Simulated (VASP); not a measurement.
## C: single point with PBEsol+D3(BJ)

C, a slab with vacuum:

```
CELL_PARAMETERS angstrom
2.38460 0.00000 0.00000
-1.19230 2.06512 0.00000
0.00000 0.00000 23.35930
ATOMIC_POSITIONS crystal
C 0.00000 0.00000 0.56925
C 0.00000 0.00000 0.43075
C 0.33333 0.66667 0.43073
C 0.66667 0.33333 0.56927
```

* Program: VASP 6.6.1
* Task: single point
* Functional: PBEsol
* Dispersion: D3(BJ)
* Potentials or basis: VASP PAW PBE potentials, release 64 (C)
* Cutoff: 520 eV
* k mesh: 18 × 18 × 2
* Occupations: gaussian, width 0.15 eV
* Spin: no spin polarisation

The largest force is 0.019 eV/Å and the band gap on the k mesh is zero (filled and empty bands touch). The dispersion energy per atom is -0.076 eV.

Forces on the atoms (eV/Å):
```
C    0.000  0.000  0.014
C    0.000  0.000 -0.014
C    0.000  0.000 -0.019
C    0.000  0.000  0.019
```

Levels at points of the mesh, in eV from the Fermi level:
| k point | band 5 | band 6 | band 7 | band 8 | band 9 | band 10 | band 11 | band 12 |
| --- | --- | --- | --- | --- | --- | --- | --- | --- |
| (0.00, 0.00, 0.00) | -2.93 | -2.93 | -2.91 | -2.91 | 3.26 | 3.67 | 4.14 | 4.96 |
| (0.50, 0.00, 0.00) | -6.66 | -6.63 | -2.80 | -2.37 | 1.52 | 1.96 | 8.25 | 8.51 |
| (0.00, 0.00, 0.50) | -2.93 | -2.93 | -2.91 | -2.91 | 3.26 | 3.65 | 4.23 | 4.73 |
| (0.50, 0.00, 0.50) | -6.66 | -6.63 | -2.80 | -2.37 | 1.52 | 1.96 | 8.25 | 8.51 |

Wall time 120 s on 1 thread of Intel(R) Xeon(R) Platinum 8375C CPU @ 2.90GHz (Ice Lake), with other jobs on the host, peak memory 0.28 GiB.

Caveat: the PAW data sets were made with another functional, which shifts forces and pressure a little.
